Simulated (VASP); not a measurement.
Wanted: the native input for a VASP 6.6.1 run.

| Quantity | Value |
| --- | --- |
| Task | single point |
| Functional | r2SCAN |
| Potentials or basis | VASP PAW PBE potentials, release 64 (Hf_pv) |
| Cutoff | 520 eV |
| k mesh | 10 × 10 × 5 |
| Occupations | fermi-dirac, width 0.05 eV |
| Spin | no spin polarisation |
| Dipole correction | no |
| Further INCAR settings | ALGO = Normal; EDIFF = 1e-07; NBANDS = 17 |

Hf:

```
Hf
1.0
     3.25940    0.00000    0.00000
    -1.62970    2.82272    0.00000
     0.00000    0.00000    5.15700
Hf
2
Direct
  0.66667 0.33333 0.75000
  0.33333 0.66667 0.25000
```

These files were run (other wordings do the same):

POSCAR

```
Hf
1.0
    3.2593963094      0.0000000000      0.0000000000
   -1.6296981547      2.8227200050      0.0000000000
    0.0000000000      0.0000000000      5.1569977332
Hf
2
Direct
    0.6666666667      0.3333333333      0.7500000000
    0.3333333333      0.6666666667      0.2500000000
```

INCAR.step1

```
PREC     = Accurate       # precision mode
ENCUT    = 520            # plane-wave cutoff, eV
ISMEAR   = -1             # smearing method
SIGMA    = 0.05           # smearing width, eV
LREAL    = F              # projectors in reciprocal space
LASPH    = T              # aspherical terms in the spheres
NELM     = 80             # most SCF steps
NBANDS   = 17             # bands
GGA      = PE             # functional
ALGO     = Normal         # electronic algorithm
EDIFF    = 1E-4           # SCF threshold, eV
LWAVE    = T              # write WAVECAR
LCHARG   = F              # write CHGCAR
```

INCAR.step2

```
PREC     = Accurate       # precision mode
ENCUT    = 520            # plane-wave cutoff, eV
EDIFF    = 1E-7           # SCF threshold, eV
ISMEAR   = -1             # smearing method
SIGMA    = 0.05           # smearing width, eV
LREAL    = F              # projectors in reciprocal space
LASPH    = T              # aspherical terms in the spheres
NELM     = 80             # most SCF steps
ALGO     = Normal         # electronic algorithm
ISIF     = 2              # what is computed and relaxed
LWAVE    = F              # write WAVECAR
LCHARG   = F              # write CHGCAR
METAGGA  = R2SCAN         # meta-GGA
LMIXTAU  = T            
NBANDS   = 17             # bands
ISTART   = 1
```

KPOINTS

```
Automatic mesh
0
Gamma
  10 10 5
```

Potentials or basis: VASP PAW PBE potentials, release 64 (Hf_pv).

The run is started by

```bash
$ cat potpaw_PBE.64/Hf_pv/POTCAR > POTCAR
$ cp INCAR.step1 INCAR
$ mpirun -np 1 vasp_std > vasp.out
$ cp INCAR.step2 INCAR
$ mpirun -np 1 vasp_std > vasp.out
```

Results of the run:

| Property | Result |
| --- | --- |
| Pressure | -6.4 GPa |
| Band gap on the k mesh | zero (band 10 reaches 5.75 eV, above the bottom of band 11 at 3.98 eV) |

Caveat: the PAW data sets were made with another functional, which shifts forces and pressure a little; spin-orbit coupling is left out, which moves the levels of the heavy elements.

It took 64 s on 1 thread of AMD EPYC 9R45 96-Core Processor (Zen 5) (shared host), peak memory 0.15 GiB.
